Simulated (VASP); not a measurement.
# CuO (C2/c) in VASP: a series of runs

The runs below take CuO through single point, with PBEsol+U.

Program: VASP 6.6.1. These are calculated values, not measurements. Logs are shortened: lines on timing, memory, paths and dates and some standing lists are left out, and cuts for length are marked.

**1. The cell of the first run**

The structure is monoclinic, space group C2/c (No. 15). Conventional cell: a = 4.683 Å, b = 3.421 Å, c = 5.129 Å, α = 90.00°, β = 99.57°, γ = 90.00°. Cu (site symmetry -1) has 4 O at 1.95 to 1.96 Å within 2.6 Å. O (site symmetry 2) has 6 Cu at 1.95 to 2.78 Å and 6 O at 2.63 to 2.90 Å within 2.9 Å.

**2. Single point, PBEsol+U, collinear spin**

Contents of INCAR:

```
SYSTEM = CuO
ALGO = Normal
EDIFF = 1E-7
ENCUT = 520
GGA = PS
ISIF = 2
ISMEAR = 0
ISPIN = 2
LASPH = .True.
LCHARG = .False.
LDAU = .True.
LDAUJ = 0 0
LDAUL = 2 -1
LDAUPRINT = 1
LDAUTYPE = 2
LDAUU = 5.8 0
LMAXMIX = 4
LORBIT = 11
LREAL = .False.
LWAVE = .False.
MAGMOM = 1.4 -1.4 0 0
NBANDS = 29
NELM = 150
PREC = Accurate
SIGMA = 0.05
```

Contents of KPOINTS:

```
k-points
0
Gamma
  8 8 5
  0 0 0
```

Contents of POSCAR:

```
CuO
1.0
    2.3416500000     -1.7104000000      0.0000000000
    2.3416500000      1.7104000000      0.0000000000
   -0.8525100000      0.0000000000      5.0580600000
Cu O
2 2
Direct
    0.0000000000      0.5000000000      0.0000000000
    0.5000000000      0.0000000000      0.5000000000
    0.5821000000      0.4179000000      0.2500000000
    0.4179000000      0.5821000000      0.7500000000
```

Potentials or basis: VASP PAW PBE potentials, release 64 (Cu, O).

Command:

```sh
> cat potpaw_PBE.64/Cu/POTCAR potpaw_PBE.64/O/POTCAR > POTCAR
> mpirun -np 1 vasp_std > vasp.out
```

OUTCAR:

```text
SYSTEM = CuO
   EDIFF = 1E-7
   ENCUT = 520
   GGA = PS
   ISIF = 2
   ISMEAR = 0
   ISPIN = 2
   LASPH = .True.
   LORBIT = 11
   LREAL = .False.
   NELM = 150
   PREC = Accurate

 ion  position               nearest neighbor table
   1  0.000  0.500  0.000-   3 1.95   4 1.95   4 1.96   3 1.96
   2  0.500  0.000  0.500-   4 1.95   3 1.95   4 1.96   3 1.96
   3  0.582  0.418  0.250-   2 1.95   1 1.95   2 1.96   1 1.96
   4  0.418  0.582  0.750-   1 1.95   2 1.95   2 1.96   1 1.96

  LATTYP: Found a base centered monoclinic cell.
 ALAT       =     4.6833000000
 B/A-ratio  =     0.7304251276
 C/A-ratio  =     1.0952533450
 COS(beta)  =    -0.1662007255

  Lattice vectors:

 A1 = (   2.3416500000,  -1.7104000000,   0.0000000000)
 A2 = (   2.3416500000,   1.7104000000,   0.0000000000)
 A3 = (  -0.8525100000,   0.0000000000,   5.0580600000)

Analysis of symmetry for initial positions (statically):
=====================================================================
 Subroutine PRICEL returns:
 Original cell was already a primitive cell.

 Routine SETGRP: Setting up the symmetry group for a
 base centered monoclinic supercell.

 Subroutine GETGRP returns: Found  4 space group operations
 (whereof  2 operations were pure point group operations)
 out of a pool of  4 trial point group operations.

The static configuration has the point symmetry S_2 .
 The point group associated with its full space group is C_2h.

Analysis of symmetry for dynamics (positions and initial velocities):
=====================================================================
 Subroutine PRICEL returns:
 Original cell was already a primitive cell.

 Routine SETGRP: Setting up the symmetry group for a
 base centered monoclinic supercell.

 Subroutine GETGRP returns: Found  4 space group operations
 (whereof  2 operations were pure point group operations)
 out of a pool of  4 trial point group operations.

The dynamic configuration has the point symmetry S_2 .
 The point group associated with its full space group is C_2h.

Analysis of structural, dynamic, and magnetic symmetry:
=====================================================================
 Subroutine PRICEL returns:
 Original cell was already a primitive cell.

 Routine SETGRP: Setting up the symmetry group for a
 base centered monoclinic supercell.

 Subroutine GETGRP returns: Found  4 space group operations
 (whereof  2 operations were pure point group operations)
 out of a pool of  4 trial point group operations.

The overall configuration has the point symmetry S_2 .
 The point group associated with its full space group is C_2h.

 Subroutine INISYM returns: Found  4 space group operations
 (whereof  2 operations are pure point group operations),
 and found     1 'primitive' translations

----------------------------------------------------------------------------------------

                                     Primitive cell

  volume of cell :      40.5167

  direct lattice vectors                    reciprocal lattice vectors
     2.341650000 -1.710400000  0.000000000     0.213524651 -0.292329280  0.035988482
     2.341650000  1.710400000  0.000000000     0.213524651  0.292329280  0.035988482
    -0.852510000  0.000000000  5.058060000     0.000000000  0.000000000  0.197704258

  length of vectors
     2.899791869  2.899791869  5.129399991     0.363791637  0.363791637  0.197704258

  position of ions in fractional coordinates (direct lattice)
     0.000000000  0.500000000  0.000000000
     0.500000000  0.000000000  0.500000000
     0.582100000  0.417900000  0.250000000
     0.417900000  0.582100000  0.750000000

  ion indices of the primitive-cell ions
   primitive index   ion index
                 1           1
[... 91 lines left out ...]
   EFERMI_NEDOS =   21; number of points for ismear=-14 and -15
   IALGO  =     38    algorithm
   IMIX   =      4    mixing-type and parameters
     AMIX     =   0.40;   BMIX     =  1.00
     AMIX_MAG =   1.60;   BMIX_MAG =  1.00
  volume/ion in A,a.u.               =      10.13        68.35
  Fermi-wavevector in a.u.,A,eV,Ry     =   1.544152  2.918023 32.441786  2.384404
  Thomas-Fermi vector in A             =   2.649713
   LORBIT       =     11    0 simple, 1 ext, 2 COOP (PROOUT), +10 PAW based schemes
 LDA+U is selected, type is set to LDAUTYPE =  2
   angular momentum for each species LDAUL =     2   -1
   U (eV)           for each species LDAUU =   5.8  0.0
   J (eV)           for each species LDAUJ =   0.0  0.0
   GGA     = PS    functional components
   LHFCALC =     F    Hartree Fock is set to
   AEXX    =    0.0000 exact exchange contribution
   IVDW    =     0    specifies the selected vdW correction
   LEPSILON=     F    determine dielectric tensor
   LRPA    =     F    only Hartree local field effects (RPA)
 spin polarized calculation
 Gauss-broadening in eV      SIGMA  =   0.05
  energy-cutoff  :      520.00
  volume of cell :       40.52
 maximum number of plane-waves:      1129
 NGX is ok and might be reduce to    24
   NGX = 11   NGY = 11   NGZ = 19

 number of electron      34.0000000 magnetization       0.0000000

atom =   1  type =  1  l = 2

 onsite density matrix

spin component  1

  0.9675  0.0011  0.0073 -0.0066  0.0015
  0.0011  0.9878 -0.0004 -0.0217  0.0073
  0.0073 -0.0004  0.9753  0.0001 -0.0012
 -0.0066 -0.0217  0.0001  1.0052 -0.0110
  0.0015  0.0073 -0.0012 -0.0110  0.9765

spin component  2

  0.9608 -0.0327  0.0085  0.0389 -0.0133
 -0.0327  0.7878  0.0022  0.2561 -0.0835
  0.0085  0.0022  0.9759 -0.0030 -0.0002
  0.0389  0.2561 -0.0030  0.6204  0.1153
 -0.0133 -0.0835 -0.0002  0.1153  0.9371

 occupancies and eigenvectors

  o =  0.3923  v =  0.0000  0.0000  0.0000  0.0000  0.0000 -0.0918 -0.5657  0.0075  0.7792 -0.2538      0.0000  0.0000  0.0000  0.0000  0.0000  0.0000  0.0000  0.0000  0.0000  0.0000
  o =  0.9603  v =  0.0000  0.0000  0.0000  0.0000  0.0000  0.8557  0.1499 -0.4516  0.1942 -0.0607      0.0000  0.0000  0.0000  0.0000  0.0000  0.0000  0.0000  0.0000  0.0000  0.0000
  o =  0.9621  v =  0.8524  0.1230 -0.4722  0.1808 -0.0514  0.0000  0.0000  0.0000  0.0000  0.0000      0.0000  0.0000  0.0000  0.0000  0.0000  0.0000  0.0000  0.0000  0.0000  0.0000
  o =  0.9724  v =  0.0472  0.2487  0.2329  0.4507  0.8237  0.0000  0.0000  0.0000  0.0000  0.0000      0.0000  0.0000  0.0000  0.0000  0.0000  0.0000  0.0000  0.0000  0.0000  0.0000
  o =  0.9735  v = -0.0920  0.7732  0.2186  0.3430 -0.4777  0.0000  0.0000  0.0000  0.0000  0.0000      0.0000  0.0000  0.0000  0.0000  0.0000  0.0000  0.0000  0.0000  0.0000  0.0000
  o =  0.9738  v =  0.0000  0.0000  0.0000  0.0000  0.0000  0.0425 -0.6583 -0.3419 -0.5790 -0.3357      0.0000  0.0000  0.0000  0.0000  0.0000  0.0000  0.0000  0.0000  0.0000  0.0000
  o =  0.9746  v =  0.0000  0.0000  0.0000  0.0000  0.0000  0.1343 -0.4327 -0.0123 -0.0078  0.8914      0.0000  0.0000  0.0000  0.0000  0.0000  0.0000  0.0000  0.0000  0.0000  0.0000
  o =  0.9800  v = -0.5005  0.2082 -0.8215  0.1112  0.1373  0.0000  0.0000  0.0000  0.0000  0.0000      0.0000  0.0000  0.0000  0.0000  0.0000  0.0000  0.0000  0.0000  0.0000  0.0000
  o =  0.9809  v =  0.0000  0.0000  0.0000  0.0000  0.0000 -0.4895  0.1923 -0.8240  0.1410  0.1570      0.0000  0.0000  0.0000  0.0000  0.0000  0.0000  0.0000  0.0000  0.0000  0.0000
  o =  1.0242  v =  0.1107  0.5308  0.0040 -0.7963  0.2680  0.0000  0.0000  0.0000  0.0000  0.0000      0.0000  0.0000  0.0000  0.0000  0.0000  0.0000  0.0000  0.0000  0.0000  0.0000

atom =   2  type =  1  l = 2

 onsite density matrix

spin component  1

  0.9608 -0.0327 -0.0085 -0.0389  0.0133
 -0.0327  0.7878 -0.0022 -0.2561  0.0835
 -0.0085 -0.0022  0.9759 -0.0030 -0.0002
 -0.0389 -0.2561 -0.0030  0.6204  0.1153
  0.0133  0.0835 -0.0002  0.1153  0.9371

spin component  2

  0.9675  0.0011 -0.0073  0.0066 -0.0015
  0.0011  0.9878  0.0004  0.0217 -0.0073
 -0.0073  0.0004  0.9753  0.0001 -0.0012
  0.0066  0.0217  0.0001  1.0052 -0.0110
 -0.0015 -0.0073 -0.0012 -0.0110  0.9765

 occupancies and eigenvectors

  o =  0.3923  v =  0.0918  0.5657  0.0075  0.7792 -0.2538  0.0000  0.0000  0.0000  0.0000  0.0000      0.0000  0.0000  0.0000  0.0000  0.0000  0.0000  0.0000  0.0000  0.0000  0.0000
  o =  0.9603  v =  0.8557  0.1499  0.4516 -0.1942  0.0607  0.0000  0.0000  0.0000  0.0000  0.0000      0.0000  0.0000  0.0000  0.0000  0.0000  0.0000  0.0000  0.0000  0.0000  0.0000
  o =  0.9621  v =  0.0000  0.0000  0.0000  0.0000  0.0000  0.8524  0.1230  0.4722 -0.1808  0.0514      0.0000  0.0000  0.0000  0.0000  0.0000  0.0000  0.0000  0.0000  0.0000  0.0000
  o =  0.9724  v =  0.0000  0.0000  0.0000  0.0000  0.0000 -0.0472 -0.2487  0.2329  0.4507  0.8237      0.0000  0.0000  0.0000  0.0000  0.0000  0.0000  0.0000  0.0000  0.0000  0.0000
  o =  0.9735  v =  0.0000  0.0000  0.0000  0.0000  0.0000  0.0920 -0.7732  0.2186  0.3430 -0.4777      0.0000  0.0000  0.0000  0.0000  0.0000  0.0000  0.0000  0.0000  0.0000  0.0000
  o =  0.9738  v = -0.0425  0.6583 -0.3419 -0.5790 -0.3357  0.0000  0.0000  0.0000  0.0000  0.0000      0.0000  0.0000  0.0000  0.0000  0.0000  0.0000  0.0000  0.0000  0.0000  0.0000
  o =  0.9746  v =  0.1343 -0.4327  0.0123  0.0078 -0.8914  0.0000  0.0000  0.0000  0.0000  0.0000      0.0000  0.0000  0.0000  0.0000  0.0000  0.0000  0.0000  0.0000  0.0000  0.0000
  o =  0.9800  v =  0.0000  0.0000  0.0000  0.0000  0.0000 -0.5005  0.2082  0.8215 -0.1112 -0.1373      0.0000  0.0000  0.0000  0.0000  0.0000  0.0000  0.0000  0.0000  0.0000  0.0000
  o =  0.9809  v =  0.4895 -0.1923 -0.8240  0.1410  0.1570  0.0000  0.0000  0.0000  0.0000  0.0000      0.0000  0.0000  0.0000  0.0000  0.0000  0.0000  0.0000  0.0000  0.0000  0.0000
  o =  1.0242  v =  0.0000  0.0000  0.0000  0.0000  0.0000 -0.1107 -0.5308  0.0040 -0.7963  0.2680      0.0000  0.0000  0.0000  0.0000  0.0000  0.0000  0.0000  0.0000  0.0000  0.0000

 number of electron      34.0000000 magnetization      -0.0000000

 Free energy of the ion-electron system (eV)
  ---------------------------------------------------
  ext. energy  EPLUGINS =         0.00000000
  ---------------------------------------------------
  free energy    TOTEN  =       -18.15104211 eV

  energy without entropy =      -18.15104211  energy(sigma->0) =      -18.15104211

 E-fermi :   5.1072     XC(G=0): -12.1272

 val. band max:        4.8184154519   @ k =   0.0000   0.0000   0.0000
 cond. band min:       5.7717781106   @ k =   0.2500   0.0000   0.4000
 fundamental gap:      0.9533626586
 Fermi energy:         5.1072191101

 spin component 1

 k-point     1 :       0.0000    0.0000    0.0000
  band No.  band energies     occupation
      1     -14.1039      1.00000
      2     -12.6754      1.00000
      3      -3.1352      1.00000
      4      -2.2510      1.00000
      5      -0.5074      1.00000
      6      -0.1994      1.00000
[... 1529 lines left out ...]
     28      25.0028      0.00000
     29      26.5196      0.00000

 [... further k-points ...]

------------------------ aborting loop because EDIFF is reached ----------------------------------------

  FORCE on cell =-STRESS in cart. coord.  units (eV):
  Direction    XX          YY          ZZ          XY          YZ          ZX
  --------------------------------------------------------------------------------------
  -------------------------------------------------------------------------------------
  Total       -1.6157103     -1.0403988     -1.6520721      0.0000000      0.0000000      0.2183313
  in kB      -63.8911105    -41.1411817    -65.3289905      0.0000000      0.0000000      8.6336184
  external PRESSURE =     -56.7870943 kB  Pullay stress =       0.0000000 kB

 VOLUME and BASIS-vectors are now :
 -----------------------------------------------------------------------------
  energy-cutoff  :      520.00
  volume of cell :       40.52
      direct lattice vectors                 reciprocal lattice vectors
     2.341650000 -1.710400000  0.000000000     0.213524651 -0.292329280  0.035988482
     2.341650000  1.710400000  0.000000000     0.213524651  0.292329280  0.035988482
    -0.852510000  0.000000000  5.058060000     0.000000000  0.000000000  0.197704258

 POSITION                                       TOTAL-FORCE (eV/Angst)
 -----------------------------------------------------------------------------------
      1.17083      0.85520      0.00000        -0.000000      0.000000     -0.000000
      0.74457     -0.85520      2.52903        -0.000000      0.000000     -0.000000
      2.12852     -0.28085      1.26452        -0.000000      0.120693      0.000000
      1.70227      0.28085      3.79354         0.000000     -0.120693     -0.000000
 -----------------------------------------------------------------------------------
    total drift:                               -0.000000      0.000000     -0.000000

  FREE ENERGIE OF THE ION-ELECTRON SYSTEM (eV)
  ---------------------------------------------------
  free  energy   TOTEN  =       -18.1510421091 eV

  energy  without entropy=      -18.1510421091  energy(sigma->0) =      -18.15104211

 total charge

# of ion       s       p       d       tot
------------------------------------------
    1        0.379   0.396   9.172   9.947
    2        0.379   0.396   9.172   9.947
    3        1.554   3.414   0.000   4.968
    4        1.554   3.414   0.000   4.968
--------------------------------------------------
tot          3.865   7.619  18.344  29.828

 magnetization (x)

# of ion       s       p       d       tot
------------------------------------------
    1       -0.006  -0.007   0.630   0.618
    2        0.006   0.007  -0.630  -0.618
    3        0.000   0.000   0.000   0.000
    4        0.000   0.000   0.000   0.000
--------------------------------------------------
tot          0.000   0.000   0.000   0.000
```

Wall time 5.7 min (1 thread of Intel Xeon 8259CL, shared host); peak memory 0.29 GiB.

Results:

```
Free energy                                           : -18.1510 eV
Pressure                                              : -5.7 GPa
Largest force                                         : 0.121 eV/Å
Band gap on the k mesh                                : 0.95 eV (least direct gap 1.22 eV)
Net moment                                            : 0.00 μB per cell
Site moments                                          : Cu +0.62, -0.62; O +0.00 μB
Valence electrons inside the program's atomic spheres : Cu 9.95; O 4.97
```

Forces on the atoms (eV/Å):
```
Cu   0.000  0.000  0.000
Cu   0.000  0.000  0.000
O    0.000  0.121  0.000
O    0.000 -0.121  0.000
```

Levels at points of the mesh, in eV from the valence-band top:
Spin up:
```tsv
k point	band 13	band 14	band 15	band 16	band 17	band 18	band 19	band 20	band 21	band 22
(0.00, 0.00, 0.00)	-2.98	-2.16	-1.99	-1.65	0.00	2.07	2.22	6.72	8.72	14.05
(0.50, 0.00, 0.00)	-3.64	-2.57	-2.24	-1.47	-0.58	1.98	5.45	7.06	7.59	11.74
(0.50, 0.50, 0.00)	-3.73	-2.89	-2.43	-1.92	-1.03	2.13	4.03	7.58	9.24	10.78
```
Spin down:
| k point | band 15 | band 16 | band 17 | band 18 | band 19 | band 20 |
| --- | --- | --- | --- | --- | --- | --- |
| (0.00, 0.00, 0.00) | -1.99 | -1.65 | 0.00 | 2.07 | 2.22 | 6.72 |
| (0.50, 0.00, 0.00) | -2.48 | -1.50 | -0.34 | 1.74 | 5.57 | 7.00 |
| (0.50, 0.50, 0.00) | -2.43 | -1.92 | -1.03 | 2.13 | 4.03 | 7.58 |

Eigenvalues of the final occupation matrices:
| site | spin | trace | eigenvalues |
| --- | --- | --- | --- |
| site 1 d | 1 | 4.91 | 0.96 0.97 0.97 0.98 1.02 |
| site 1 d | 2 | 4.28 | 0.39 0.96 0.97 0.97 0.98 |
| site 2 d | 1 | 4.28 | 0.39 0.96 0.97 0.97 0.98 |
| site 2 d | 2 | 4.91 | 0.96 0.97 0.97 0.98 1.02 |

Caveat: the cell stands under tension; the PAW data sets were made with another functional, which shifts forces and pressure a little. A k mesh can miss the band edges.

[end of part 1 of 2]
